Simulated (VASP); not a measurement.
# KCl (P4/mmm) in VASP: a series of runs

Runs on KCl. Level: PBEsol. Tasks: electric field gradients.

Everything below comes from runs of VASP 6.6.1. Logs are shortened: lines on timing, memory, paths and dates and some standing lists are left out, and cuts for length are marked.

## Step 1: The cell of the first run

Symmetry: P4/mmm, No. 123, tetragonal system. Conventional cell: a = 3.634 Å, b = 3.634 Å, c = 3.707 Å, α = 90.00°, β = 90.00°, γ = 90.00°. Within 4.2 Å of K (site symmetry 4/mmm) lie 8 Cl at 3.17 Å and 6 K at 3.63 to 3.71 Å. Cl (site symmetry 4/mmm) has 8 K at 3.17 Å and 6 Cl at 3.63 to 3.71 Å within 4.2 Å.

## Step 2: Electric field gradients, PBEsol (zz strain of +2 %)

The input, INCAR:

```
  PREC = Accurate
  ENCUT = 400
  EDIFF = 1E-8
  ISMEAR = -1
  SIGMA = 0.02
  LREAL = F
  LASPH = T
  NELM = 120
  ALGO = Normal
  ISIF = 2
  LWAVE = F
  LCHARG = F
  GGA = PS
  LEFG = T
  NBANDS = 15
  GGA_COMPAT = F
```

The input, KPOINTS:

```
regular mesh
0
Gamma
  7 7 7
```

The input, POSCAR:

```
KCl
1.0
    3.6340000000      0.0000000000      0.0000000000
    0.0000000000      3.6340000000      0.0000000000
    0.0000000000      0.0000000000      3.7066800000
K Cl
1 1
Direct
    0.0000000000      0.0000000000      0.0000000000
    0.5000000000      0.5000000000      0.5000000000
```

Potentials or basis: VASP PAW PBE potentials, release 64 (K_sv, Cl).

Run with:

```bash
> cat potpaw_PBE.64/K_sv/POTCAR potpaw_PBE.64/Cl/POTCAR > POTCAR
> mpirun -np 1 vasp_std > vasp.out
```

OUTCAR:

```text
PREC = Accurate
   ENCUT = 400
   EDIFF = 1E-8
   ISMEAR = -1
   LREAL = F
   LASPH = T
   NELM = 120
   ISIF = 2
   GGA = PS

 ion  position               nearest neighbor table
   1  0.000  0.000  0.000-   2 3.17   2 3.17   2 3.17   2 3.17   2 3.17   2 3.17   2 3.17   2 3.17

   2  0.500  0.500  0.500-   1 3.17   1 3.17   1 3.17   1 3.17   1 3.17   1 3.17   1 3.17   1 3.17

  LATTYP: Found a simple tetragonal cell.
 ALAT       =     3.6340000000
 C/A-ratio  =     1.0200000000

  Lattice vectors:

 A1 = (   3.6340000000,   0.0000000000,   0.0000000000)
 A2 = (   0.0000000000,   3.6340000000,   0.0000000000)
 A3 = (   0.0000000000,   0.0000000000,   3.7066800000)

Analysis of symmetry for initial positions (statically):
=====================================================================
 Subroutine PRICEL returns:
 Original cell was already a primitive cell.

 Routine SETGRP: Setting up the symmetry group for a
 simple tetragonal supercell.

 Subroutine GETGRP returns: Found 16 space group operations
 (whereof 16 operations were pure point group operations)
 out of a pool of 16 trial point group operations.

The static configuration has the point symmetry D_4h.

Analysis of symmetry for dynamics (positions and initial velocities):
=====================================================================
 Subroutine PRICEL returns:
 Original cell was already a primitive cell.

 Routine SETGRP: Setting up the symmetry group for a
 simple tetragonal supercell.

 Subroutine GETGRP returns: Found 16 space group operations
 (whereof 16 operations were pure point group operations)
 out of a pool of 16 trial point group operations.

The dynamic configuration has the point symmetry D_4h.

 Subroutine INISYM returns: Found 16 space group operations
 (whereof 16 operations are pure point group operations),
 and found     1 'primitive' translations

----------------------------------------------------------------------------------------

                                     Primitive cell

  volume of cell :      48.9503

  direct lattice vectors                    reciprocal lattice vectors
     3.634000000  0.000000000  0.000000000     0.275178866  0.000000000  0.000000000
     0.000000000  3.634000000  0.000000000     0.000000000  0.275178866  0.000000000
     0.000000000  0.000000000  3.706680000     0.000000000  0.000000000  0.269783202

  length of vectors
     3.634000000  3.634000000  3.706680000     0.275178866  0.275178866  0.269783202

  position of ions in fractional coordinates (direct lattice)
     0.000000000  0.000000000  0.000000000
     0.500000000  0.500000000  0.500000000

  ion indices of the primitive-cell ions
   primitive index   ion index
                 1           1
                 2           2

----------------------------------------------------------------------------------------

 KPOINTS: regular mesh

Automatic generation of k-mesh.
 Grid dimensions read from file:
 generate k-points for:    7    7    7

 Generating k-lattice:

  Cartesian coordinates                     Fractional coordinates (reciprocal lattice)
     0.039311267  0.000000000  0.000000000     0.142857143  0.000000000  0.000000000
     0.000000000  0.039311267  0.000000000     0.000000000  0.142857143  0.000000000
     0.000000000  0.000000000  0.038540457     0.000000000  0.000000000  0.142857143

  Length of vectors
     0.039311267  0.039311267  0.038540457

  Shift w.r.t. Gamma in fractional coordinates (k-lattice)
     0.000000000  0.000000000  0.000000000

 Subroutine IBZKPT returns following result:
 ===========================================

 Found     40 irreducible k-points:

 Following reciprocal coordinates:
            Coordinates               Weight
  0.000000  0.000000  0.000000      1.000000
  0.142857  0.000000  0.000000      4.000000
  0.285714  0.000000  0.000000      4.000000
  0.428571  0.000000  0.000000      4.000000
  0.142857  0.142857  0.000000      4.000000
  0.285714  0.142857  0.000000      8.000000
[... 16 lines left out ...]
  0.285714  0.000000  0.285714      8.000000
  0.428571  0.000000  0.285714      8.000000
 [... further k-points ...]
   k-points           NKPTS =     40   k-points in BZ     NKDIM =     40   number of bands    NBANDS=     15
   number of dos      NEDOS =    301   number of ions     NIONS =      2
   total plane-waves  NPLWV =  13824
   dimension x,y,z NGX =    24 NGY =   24 NGZ =   24
   dimension x,y,z NGXF=    48 NGYF=   48 NGZF=   48
   ions per type =               1   1
   NGX,Y,Z   is equivalent  to a cutoff of  10.98, 10.98, 10.76 a.u.
   NGXF,Y,Z  is equivalent  to a cutoff of  21.96, 21.96, 21.53 a.u.
 SYSTEM =  unknown system
   PREC   = accura    normal or accurate (medium, high low for compatibility)
   ISTART =      0    job   : 0-new  1-cont  2-samecut
   ICHARG =      2    charge: 1-file 2-atom 10-const
   ISPIN  =      1    spin polarized calculation?
   LNONCOLLINEAR =      F non collinear calculations
   LSORBIT =      F    spin-orbit coupling
   LASPH  =      T    aspherical Exc in radial PAW
   ENCUT  =  400.0 eV  29.40 Ry    5.42 a.u.   5.93  5.93  6.04*2*pi/ulx,y,z
   NELM   =    120;   NELMIN=  2; NELMDL= -5     # of ELM steps
   EDIFF  = 0.1E-07   stopping-criterion for ELM
   LREAL  =      F    real-space projection
   EDIFFG = 0.1E-06   stopping-criterion for IOM
   NSW    =      0    number of steps for IOM
   IBRION =     -1    ionic relax: 0-MD 1-quasi-New 2-CG
   NFREE  =      0    steps in history (QN), initial steepest desc. (CG)
   ISIF   =      2    stress and relaxation
   ISYM   =      2    0-nonsym 1-usesym 2-fastsym
   POTIM  = 0.5000    time-step for ionic-motion
   TEBEG  =    0.0;   TEEND  =   0.0 temperature during run
   PSTRESS=    0.0 pullay stress
   NELECT =      16.0000    total number of electrons
   NUPDOWN=      -1.0000    fix difference up-down
   EMIN   =  10.00;   EMAX   =-10.00  energy-range for DOS
   EFERMI =   0.00;   METHOD = LEGACY
   ISMEAR =    -1;   SIGMA  =   0.02  broadening in eV -4-tet -1-fermi 0-gaus
   EFERMI_NEDOS =   21; number of points for ismear=-14 and -15
   IALGO  =     38    algorithm
   IMIX   =      4    mixing-type and parameters
     AMIX     =   0.40;   BMIX     =  1.00
     AMIX_MAG =   1.60;   BMIX_MAG =  1.00
  volume/ion in A,a.u.               =      24.48       165.17
  Fermi-wavevector in a.u.,A,eV,Ry     =   1.127708  2.131058 17.302862  1.271724
  Thomas-Fermi vector in A             =   2.264395
   LORBIT       =      0    0 simple, 1 ext, 2 COOP (PROOUT), +10 PAW based schemes
   GGA     = PS    functional components
   LHFCALC =     F    Hartree Fock is set to
   AEXX    =    0.0000 exact exchange contribution
   IVDW    =     0    specifies the selected vdW correction
   LEPSILON=     F    determine dielectric tensor
   LRPA    =     F    only Hartree local field effects (RPA)
 non-spin polarized calculation
  energy-cutoff  :      400.00
  volume of cell :       48.95
 maximum number of plane-waves:       901
 NGX is ok and might be reduce to    24
   NGX = 11   NGY = 11   NGZ = 13

 number of electron      15.9999994 magnetization

 Free energy of the ion-electron system (eV)
  ---------------------------------------------------
  ext. energy  EPLUGINS =         0.00000000
  ---------------------------------------------------
  free energy    TOTEN  =        -6.89617858 eV

  energy without entropy =       -6.89617858  energy(sigma->0) =       -6.89617858

 E-fermi :   0.3883     XC(G=0):  -8.9363

 val. band max:       -0.1179975347   @ k =   0.4286   0.0000   0.4286
 cond. band min:       5.1292405219   @ k =   0.0000   0.0000   0.0000
 fundamental gap:      5.2472380565
 Fermi energy:         0.3883171715

 k-point     1 :       0.0000    0.0000    0.0000
  band No.  band energies     occupation
      1     -27.8021      2.00000
      2     -12.9816      2.00000
      3     -11.2305      2.00000
      4     -11.2113      2.00000
      5     -11.2113      2.00000
      6      -0.4393      2.00000
      7      -0.3165      2.00000
      8      -0.3165      2.00000
      9       5.1292      0.00000
     10       6.0871      0.00000
     11       6.1745      0.00000
     12      10.8110      0.00000
     13      10.8110      0.00000
     14      10.9716      0.00000
     15      13.8926      0.00000

 k-point     2 :       0.1429    0.0000    0.0000
  band No.  band energies     occupation
      1     -27.7947      2.00000
      2     -13.0180      2.00000
      3     -11.2194      2.00000
      4     -11.2009      2.00000
      5     -11.1897      2.00000
      6      -0.8092      2.00000
      7      -0.4500      2.00000
      8      -0.3236      2.00000
      9       5.6421      0.00000
     10       6.3051      0.00000
     11       6.7130      0.00000
     12      10.7232      0.00000
     13      10.8688      0.00000
     14      10.9312      0.00000
     15      13.1724      0.00000

 k-point     3 :       0.2857    0.0000    0.0000
  band No.  band energies     occupation
      1     -27.7780      2.00000
      2     -13.1064      2.00000
      3     -11.1944      2.00000
      4     -11.1774      2.00000
      5     -11.1259      2.00000
      6      -1.6932      2.00000
      7      -0.4758      2.00000
      8      -0.3408      2.00000
      9       6.7134      0.00000
     10       6.8927      0.00000
     11       7.9585      0.00000
     12      10.6381      0.00000
     13      10.7428      0.00000
     14      11.2402      0.00000
     15      11.5207      0.00000
[... 343 lines left out ...]
 k-point    23 :       0.2857    0.0000    0.2857
  band No.  band energies     occupation
      1     -27.7596      2.00000
      2     -12.9774      2.00000
      3     -11.4413      2.00000
      4     -11.1529      2.00000
      5     -11.1314      2.00000
      6      -1.5719      2.00000
      7      -1.2062      2.00000
      8      -0.2615      2.00000
      9       6.9764      0.00000
     10       7.4380      0.00000
     11       8.9831      0.00000
     12       9.5470      0.00000
     13      10.3754      0.00000
     14      10.5890      0.00000
     15      12.2103      0.00000

 k-point    24 :       0.4286    0.0000    0.2857
  band No.  band energies     occupation
      1     -27.7469      2.00000
      2     -12.9028      2.00000
      3     -11.4409      2.00000
      4     -11.2787      2.00000
      5     -11.1369      2.00000
      6      -1.8571      2.00000
      7      -1.2020      2.00000
      8      -0.2064      2.00000
      9       6.7526      0.00000
     10       7.6310      0.00000
     11       9.3955      0.00000
     12       9.7822      0.00000
     13       9.7934      0.00000
     14      10.8490      0.00000
     15      12.4953      0.00000

 [... further k-points ...]

------------------------ aborting loop because EDIFF is reached ----------------------------------------

  FORCE on cell =-STRESS in cart. coord.  units (eV):
  Direction    XX          YY          ZZ          XY          YZ          ZX
  --------------------------------------------------------------------------------------
  -------------------------------------------------------------------------------------
  Total        0.6383439      0.6383439      0.3396328      0.0000000      0.0000000      0.0000000
  in kB       20.8934588     20.8934588     11.1164277      0.0000000      0.0000000      0.0000000
  external PRESSURE =      17.6344485 kB  Pullay stress =       0.0000000 kB

 VOLUME and BASIS-vectors are now :
 -----------------------------------------------------------------------------
  energy-cutoff  :      400.00
  volume of cell :       48.95
      direct lattice vectors                 reciprocal lattice vectors
     3.634000000  0.000000000  0.000000000     0.275178866  0.000000000  0.000000000
     0.000000000  3.634000000  0.000000000     0.000000000  0.275178866  0.000000000
     0.000000000  0.000000000  3.706680000     0.000000000  0.000000000  0.269783202

 POSITION                                       TOTAL-FORCE (eV/Angst)
 -----------------------------------------------------------------------------------
      0.00000      0.00000      0.00000         0.000000      0.000000      0.000000
      1.81700      1.81700      1.85334         0.000000      0.000000      0.000000
 -----------------------------------------------------------------------------------
    total drift:                                0.000000      0.000000     -0.000000

  FREE ENERGIE OF THE ION-ELECTRON SYSTEM (eV)
  ---------------------------------------------------
  free  energy   TOTEN  =        -6.8961785769 eV

  energy  without entropy=       -6.8961785769  energy(sigma->0) =       -6.89617858

 Electric field gradients (V/A^2)
---------------------------------------------------------------------
 ion       V_xx      V_yy      V_zz      V_xy      V_xz      V_yz
---------------------------------------------------------------------
   1       1.301     1.301    -2.602     0.000     0.000    -0.000
   2      -2.530    -2.530     5.061     0.000     0.000     0.000
---------------------------------------------------------------------

 Electric field gradients after diagonalization (V/A^2)
 (convention: |V_zz| > |V_xx| > |V_yy|)
----------------------------------------------------------------------
 ion       V_xx      V_yy      V_zz     asymmetry (V_yy - V_xx)/ V_zz
----------------------------------------------------------------------
   1       1.301     1.301    -2.602       0.000
   2      -2.530    -2.530     5.061       0.000
----------------------------------------------------------------------

           NMR quadrupolar parameters

 Cq : quadrupolar parameter    Cq=e*Q*V_zz/h
 eta: asymmetry parameters     (V_yy - V_xx)/ V_zz
 Q  : nuclear electric quadrupole moment in mb (millibarn)
----------------------------------------------------------------------
 ion       Cq(MHz)       eta       Q (mb)
----------------------------------------------------------------------
   1      -0.006       0.000       1.000
   2       0.012       0.000       1.000
----------------------------------------------------------------------
```

It took 30 s on 1 thread of Intel Xeon 8259CL, shared host; peak memory 0.14 GiB.

Results:

```
Free energy                             : -6.8962 eV
Pressure                                : 1.8 GPa
Band gap on the k mesh                  : 5.25 eV (least direct gap 5.45 eV)
Largest electric field gradient by atom : K -2.6; Cl +5.1 V/Å²
```

Levels at points of the mesh, in eV from the valence-band top:
```
           k point  band 5  band 6  band 7  band 8  band 9  band 10  band 11  band 12
(0.00, 0.00, 0.00)  -11.09   -0.32   -0.20   -0.20    5.25     6.21     6.29    10.93
```

Electric field gradients, principal values (V/Å²):
```
atom   least  middle  greatest (by size)
 1 K   1.301   1.301              -2.602
2 Cl  -2.530  -2.530               5.061
```

Caveat: the cell differs from its parent crystal (zz strain of +2 %); without QUAD_EFG the Cq values of the log hold for a quadrupole moment of 1 mb, not for the nuclei; the PAW data sets were made with another functional, which shifts forces and pressure a little.

(Continued in part 2 of 3.)
